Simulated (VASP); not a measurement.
# CaB6 (Pm-3m) in VASP: notebook, part 2 of 2

VASP 6.6.1. Earlier steps stand in the parts before.

## 4. Single point, PBE

This run uses another cell than the first one, of 10.19 Å³/atom.

The input, INCAR:

```
PREC     = Accurate       # precision mode
ENCUT    = 520            # plane-wave cutoff, eV
EDIFF    = 1E-6           # SCF threshold, eV
ISMEAR   = 0              # smearing method
SIGMA    = 0.01           # smearing width, eV
LREAL    = False          # projectors in reciprocal space
LASPH    = True           # aspherical terms in the spheres
NELM     = 80             # most SCF steps
ALGO     = Normal         # electronic algorithm
ISIF     = 2              # what is computed and relaxed
LWAVE    = False          # write WAVECAR
LCHARG   = False          # write CHGCAR
GGA      = PE             # functional
NBANDS   = 23             # bands
```

The input, KPOINTS:

```
Automatic mesh
0
Gamma
  8 8 8
```

The input, POSCAR:

```
CaB6
1.0
    4.1477324542      0.0000000000      0.0000000000
    0.0000000000      4.1477324542      0.0000000000
    0.0000000000      0.0000000000      4.1477324542
Ca B
1 6
Direct
    0.5000000000      0.5000000000      0.5000000000
    0.0000000000      0.0000000000      0.2982058821
    0.0000000000      0.0000000000      0.7017941179
    0.2982058821      0.0000000000      0.0000000000
    0.7017941179      0.0000000000      0.0000000000
    0.0000000000      0.2982058821      0.0000000000
    0.0000000000      0.7017941179      0.0000000000
```

Command:

```console
cat potpaw_PBE.64/Ca_sv/POTCAR potpaw_PBE.64/B/POTCAR > POTCAR
mpirun -np 1 vasp_std > vasp.out
```

It took 29 s on 1 thread of AMD EPYC 9R45 (Zen 5), shared host; peak memory 0.17 GiB.

It converged, with:

* Free energy: -45.0166 eV
* Pressure: 0.1 GPa
* Largest force: 0.016 eV/Å
* Band gap on the k mesh: 0.07 eV (least direct gap 0.14 eV)

Forces on the atoms (eV/Å):
```
Ca   0.000  0.000  0.000
B    0.000  0.000  0.016
B    0.000  0.000 -0.016
B    0.016  0.000  0.000
B   -0.016  0.000  0.000
B    0.000  0.016  0.000
B    0.000 -0.016  0.000
```

Levels at points of the mesh, in eV from the valence-band top:
```tsv
k point	band 11	band 12	band 13	band 14	band 15	band 16	band 17	band 18
(0.00, 0.00, 0.00)	-5.30	-0.32	-0.32	-0.32	2.83	2.83	2.83	3.36
(0.50, 0.00, 0.00)	-2.38	-2.38	-1.78	-0.08	0.07	3.19	3.19	3.79
(0.50, 0.50, 0.00)	-2.69	-2.69	-1.47	-1.47	3.07	3.07	4.04	4.34
(0.50, 0.50, 0.50)	-4.35	-1.08	-1.08	-1.08	4.25	4.73	4.73	4.82
```

## 5. Single point, PBE (10.50 Å³/atom)

This run uses another cell than the first one, of 10.50 Å³/atom.

The input, INCAR:

```
SYSTEM = CaB6
ALGO = Normal
EDIFF = 1E-7
ENCUT = 520
GGA = PE
ISIF = 2
ISMEAR = 0
LASPH = .TRUE.
LCHARG = .FALSE.
LREAL = .FALSE.
LWAVE = .FALSE.
NBANDS = 23
NELM = 100
PREC = Accurate
SIGMA = 0.01
```

The input, KPOINTS:

```
k-points
0
G
  8 8 8
  0 0 0
```

The input, POSCAR:

```
CaB6
1.0
    4.1888017831      0.0000000000      0.0000000000
    0.0000000000      4.1888017831      0.0000000000
    0.0000000000      0.0000000000      4.1888017831
Ca B
1 6
Direct
    0.5000000000      0.5000000000      0.5000000000
    0.0000000000      0.0000000000      0.2976422994
    0.0000000000      0.0000000000      0.7023577006
    0.2976422994      0.0000000000      0.0000000000
    0.7023577006      0.0000000000      0.0000000000
    0.0000000000      0.2976422994      0.0000000000
    0.0000000000      0.7023577006      0.0000000000
```

Potentials or basis: VASP PAW PBE potentials, release 64 (Ca_sv, B).

Command:

```console
cat potpaw_PBE.64/Ca_sv/POTCAR potpaw_PBE.64/B/POTCAR > POTCAR
mpirun -np 1 vasp_std > vasp.out
```

OUTCAR:

```text
SYSTEM = CaB6
   EDIFF = 1E-7
   ENCUT = 520
   GGA = PE
   ISIF = 2
   ISMEAR = 0
   LASPH = .TRUE.
   LREAL = .FALSE.
   NELM = 100
   PREC = Accurate

 ion  position               nearest neighbor table
   1  0.500  0.500  0.500-
   2  0.000  0.000  0.298-   3 1.70   4 1.76   5 1.76   6 1.76   7 1.76
   3  0.000  0.000  0.702-   2 1.70   4 1.76   5 1.76   6 1.76   7 1.76
   4  0.298  0.000  0.000-   5 1.70   3 1.76   2 1.76   6 1.76   7 1.76
   5  0.702  0.000  0.000-   4 1.70   3 1.76   2 1.76   6 1.76   7 1.76
   6  0.000  0.298  0.000-   7 1.70   3 1.76   4 1.76   5 1.76   2 1.76
   7  0.000  0.702  0.000-   6 1.70   3 1.76   4 1.76   5 1.76   2 1.76

  LATTYP: Found a simple cubic cell.
 ALAT       =     4.1888017831

  Lattice vectors:

 A1 = (   4.1888017831,   0.0000000000,   0.0000000000)
 A2 = (   0.0000000000,   4.1888017831,   0.0000000000)
 A3 = (   0.0000000000,   0.0000000000,   4.1888017831)

Analysis of symmetry for initial positions (statically):
=====================================================================
 Subroutine PRICEL returns:
 Original cell was already a primitive cell.

 Routine SETGRP: Setting up the symmetry group for a
 simple cubic supercell.

 Subroutine GETGRP returns: Found 48 space group operations
 (whereof 48 operations were pure point group operations)
 out of a pool of 48 trial point group operations.

The static configuration has the point symmetry O_h .

Analysis of symmetry for dynamics (positions and initial velocities):
=====================================================================
 Subroutine PRICEL returns:
 Original cell was already a primitive cell.

 Routine SETGRP: Setting up the symmetry group for a
 simple cubic supercell.

 Subroutine GETGRP returns: Found 48 space group operations
 (whereof 48 operations were pure point group operations)
 out of a pool of 48 trial point group operations.

The dynamic configuration has the point symmetry O_h .

[... 132 lines left out ...]
   LORBIT       =      0    0 simple, 1 ext, 2 COOP (PROOUT), +10 PAW based schemes
   GGA     = PE    functional components
   LHFCALC =     F    Hartree Fock is set to
   AEXX    =    0.0000 exact exchange contribution
   IVDW    =     0    specifies the selected vdW correction
   LEPSILON=     F    determine dielectric tensor
   LRPA    =     F    only Hartree local field effects (RPA)
 non-spin polarized calculation
 Gauss-broadening in eV      SIGMA  =   0.01
  energy-cutoff  :      520.00
  volume of cell :       73.50
 maximum number of plane-waves:      2000
 NGX is ok and might be reduce to    32
   NGX = 15   NGY = 15   NGZ = 15

 number of electron      28.0000002 magnetization

 Free energy of the ion-electron system (eV)
  ---------------------------------------------------
  ext. energy  EPLUGINS =         0.00000000
  ---------------------------------------------------
  free energy    TOTEN  =       -44.99034184 eV

  energy without entropy =      -44.99034184  energy(sigma->0) =      -44.99034184

 E-fermi :   4.4676     XC(G=0): -10.4417

 val. band max:        4.4363472489   @ k =   0.5000   0.0000   0.0000
 cond. band min:       4.4977732333   @ k =   0.5000   0.0000   0.0000
 fundamental gap:      0.0614259845
 Fermi energy:         4.4676147923

 k-point     1 :       0.0000    0.0000    0.0000
  band No.  band energies     occupation
      1     -36.8295      2.00000
      2     -17.8064      2.00000
      3     -17.8064      2.00000
      4     -17.8064      2.00000
      5      -9.8069      2.00000
      6      -2.2713      2.00000
[... 613 lines left out ...]
     22      11.0999      0.00000
     23      12.0934      0.00000

 [... further k-points ...]

------------------------ aborting loop because EDIFF is reached ----------------------------------------

  FORCE on cell =-STRESS in cart. coord.  units (eV):
  Direction    XX          YY          ZZ          XY          YZ          ZX
  --------------------------------------------------------------------------------------
  -------------------------------------------------------------------------------------
  Total       -1.8775794     -1.8775794     -1.8775794      0.0000000      0.0000000      0.0000000
  in kB      -40.9297843    -40.9297843    -40.9297843      0.0000000      0.0000000      0.0000000
  external PRESSURE =     -40.9297843 kB  Pullay stress =       0.0000000 kB

 VOLUME and BASIS-vectors are now :
 -----------------------------------------------------------------------------
  energy-cutoff  :      520.00
  volume of cell :       73.50
      direct lattice vectors                 reciprocal lattice vectors
     4.188801783  0.000000000  0.000000000     0.238731755  0.000000000  0.000000000
     0.000000000  4.188801783  0.000000000     0.000000000  0.238731755  0.000000000
     0.000000000  0.000000000  4.188801783     0.000000000  0.000000000  0.238731755

 POSITION                                       TOTAL-FORCE (eV/Angst)
 -----------------------------------------------------------------------------------
      2.09440      2.09440      2.09440         0.000000      0.000000      0.000000
      0.00000      0.00000      1.24676         0.000000     -0.000000      0.014628
      0.00000      0.00000      2.94204        -0.000000      0.000000     -0.014628
      1.24676      0.00000      0.00000         0.014628     -0.000000      0.000000
      2.94204      0.00000      0.00000        -0.014628      0.000000      0.000000
      0.00000      1.24676      0.00000        -0.000000      0.014628      0.000000
      0.00000      2.94204      0.00000         0.000000     -0.014628      0.000000
 -----------------------------------------------------------------------------------
    total drift:                                0.000000      0.000000     -0.000000

  FREE ENERGIE OF THE ION-ELECTRON SYSTEM (eV)
  ---------------------------------------------------
  free  energy   TOTEN  =       -44.9903418442 eV

  energy  without entropy=      -44.9903418366  energy(sigma->0) =      -44.99034184
```

OSZICAR:

```text
N       E                     dE             d eps       ncg     rms          rms(c)
DAV:   1     0.143668368064E+03    0.14367E+03   -0.13232E+04  1610   0.113E+03
DAV:   2    -0.411485515094E+02   -0.18482E+03   -0.17774E+03  2025   0.280E+02
DAV:   3    -0.498086364544E+02   -0.86601E+01   -0.86211E+01  2728   0.537E+01
DAV:   4    -0.499606295593E+02   -0.15199E+00   -0.15168E+00  2321   0.591E+00
DAV:   5    -0.499654801528E+02   -0.48506E-02   -0.48502E-02  2465   0.763E-01    0.987E+00
DAV:   6    -0.457561830812E+02    0.42093E+01   -0.51607E+00  2114   0.109E+01    0.511E+00
DAV:   7    -0.450040243785E+02    0.75216E+00   -0.41462E+00  2068   0.863E+00    0.146E+00
DAV:   8    -0.450353399233E+02   -0.31316E-01   -0.86170E-01  1926   0.489E+00    0.869E-01
DAV:   9    -0.449904161399E+02    0.44924E-01   -0.10655E-01  2015   0.167E+00    0.180E-01
DAV:  10    -0.449902296931E+02    0.18645E-03   -0.21742E-02  2054   0.677E-01    0.126E-01
DAV:  11    -0.449903187903E+02   -0.89097E-04   -0.36388E-03  1968   0.312E-01    0.326E-02
DAV:  12    -0.449903691269E+02   -0.50337E-04   -0.16670E-04  2035   0.738E-02    0.240E-02
DAV:  13    -0.449903414788E+02    0.27648E-04   -0.11599E-04  2013   0.558E-02    0.385E-03
DAV:  14    -0.449903417576E+02   -0.27880E-06   -0.91458E-06  2140   0.157E-02    0.202E-03
DAV:  15    -0.449903418442E+02   -0.86594E-07   -0.90395E-07  1958   0.463E-03
   1 F= -.44990342E+02 E0= -.44990342E+02  d E =-.759665E-08
```

stdout:

```text
POSCAR found type information on POSCAR CaB
 POSCAR found :  2 types and       7 ions
 scaLAPACK will be used
 LDA part: xc-table for (Slater+PW92), standard interpolation
 POSCAR, INCAR and KPOINTS ok, starting setup
 FFT: planning ... GRIDC
 FFT: planning ... GRID_SOFT
 FFT: planning ... GRID
 WAVECAR not read
 entering main loop
```

Run time: 29 s. Hardware: 1 thread of AMD EPYC 9R45 (Zen 5), shared host; peak memory 0.17 GiB.

Results:

- Free energy: -44.9903 eV
- Pressure: -4.1 GPa
- Largest force: 0.015 eV/Å
- Band gap on the k mesh: 0.06 eV

Forces in eV/Å, atoms in the order of the input:
```
Ca   0.000  0.000  0.000
B    0.000  0.000  0.015
B    0.000  0.000 -0.015
B    0.015  0.000  0.000
B   -0.015  0.000  0.000
B    0.000  0.015  0.000
B    0.000 -0.015  0.000
```

Levels at points of the mesh, in eV from the valence-band top:
```
           k point  band 12  band 13  band 14  band 15  band 16  band 17
(0.00, 0.00, 0.00)    -0.31    -0.31    -0.31     2.84     2.84     2.84
(0.50, 0.00, 0.00)    -2.31    -1.72     0.00     0.06     3.14     3.14
(0.50, 0.50, 0.00)    -2.60    -1.43    -1.43     3.04     3.04     3.97
(0.50, 0.50, 0.50)    -1.05    -1.05    -1.05     4.13     4.63     4.63
```

Caveat: the cell stands under tension.

## 6. Single point, PBE (10.81 Å³/atom)

This run uses another cell than the first one, of 10.81 Å³/atom.

The input, INCAR:

```
SYSTEM = CaB6
PREC     = Accurate       ! precision mode
ENCUT    = 520            ! plane-wave cutoff, eV
EDIFF    = 1E-6           ! SCF threshold, eV
ISMEAR   = 0              ! smearing method
SIGMA    = 0.01           ! smearing width, eV
LREAL    = .False.        ! projectors in reciprocal space
LASPH    = .True.         ! aspherical terms in the spheres
NELM     = 60             ! most SCF steps
ALGO     = Normal         ! electronic algorithm
ISIF     = 2              ! what is computed and relaxed
LWAVE    = .False.        ! write WAVECAR
LCHARG   = .True.         ! write CHGCAR
GGA      = PE             ! functional
LELF     = .True.         ! ELF
LVHAR    = .True.       
NBANDS   = 23             ! bands
```

The input, KPOINTS:

```
Automatic mesh
0
Gamma
  8 8 8
  0 0 0
```

The input, POSCAR:

```
CaB6
1.0
    4.2290811943      0.0000000000      0.0000000000
    0.0000000000      4.2290811943      0.0000000000
    0.0000000000      0.0000000000      4.2290811943
Ca B
1 6
Direct
    0.5000000000      0.5000000000      0.5000000000
    0.0000000000      0.0000000000      0.2969295400
    0.0000000000      0.0000000000      0.7030704600
    0.2969295400      0.0000000000      0.0000000000
    0.7030704600      0.0000000000      0.0000000000
    0.0000000000      0.2969295400      0.0000000000
    0.0000000000      0.7030704600      0.0000000000
```

Potentials or basis: VASP PAW PBE potentials, release 64 (Ca_sv, B).

Command:

```console
cat potpaw_PBE.64/Ca_sv/POTCAR potpaw_PBE.64/B/POTCAR > POTCAR
mpirun -np 1 vasp_std > vasp.out
```

Wall time 29 s (1 thread of AMD EPYC 9R45 (Zen 5), shared host); peak memory 0.17 GiB.

Results (log left out):

* Free energy: -44.9116 eV
* Pressure: -7.7 GPa
* Largest force: 0.012 eV/Å
* Band gap on the k mesh: 0.02 eV

Forces on the atoms (eV/Å):
```
Ca   0.000  0.000  0.000
B    0.000  0.000  0.012
B    0.000  0.000 -0.012
B    0.012  0.000  0.000
B   -0.012  0.000  0.000
B    0.000  0.012  0.000
B    0.000 -0.012  0.000
```

Levels at points of the mesh, in eV from the valence-band top:
```
           k point  band 11  band 12  band 13  band 14  band 15  band 16  band 17  band 18
(0.00, 0.00, 0.00)    -5.19    -0.36    -0.36    -0.36     2.79     2.79     2.79     3.21
(0.50, 0.00, 0.00)    -2.29    -2.29    -1.72     0.00     0.02     3.04     3.04     3.51
(0.50, 0.50, 0.00)    -2.57    -2.57    -1.43    -1.43     2.95     2.95     3.84     4.07
(0.50, 0.50, 0.50)    -4.17    -1.08    -1.08    -1.08     3.96     4.46     4.46     4.52
```

Caveat: the cell stands under tension.

## 7. Summary

| cell | gap on the mesh (eV) | pressure (GPa) | largest force (eV/Å) |
| --- | --- | --- | --- |
| a = 4.063 Å, 7 atoms, atomic positions A | 0.02 | 10.5 | 0.02 |
| a = 4.106 Å, 7 atoms, atomic positions B | 0.07 | 5.0 | 0.02 |
| a = 4.148 Å, 7 atoms, atomic positions C | 0.07 | 0.1 | 0.02 |
| a = 4.189 Å, 7 atoms, atomic positions D | 0.06 | -4.1 | 0.01 |
| a = 4.229 Å, 7 atoms, atomic positions E | 0.02 | -7.7 | 0.01 |

Alike in all rows: task single point; level PBE; potentials or basis VASP PAW PBE potentials, release 64 (Ca_sv, B); no spin polarisation; k mesh 8 × 8 × 8; cutoff (eV) 520; smearing gaussian 0.01 eV.

Caveats: the cell stands under pressure (at least some runs); the cell stands under tension (at least some runs).

Total energies depend on the potentials used, so only differences within one code and one set of settings carry meaning.
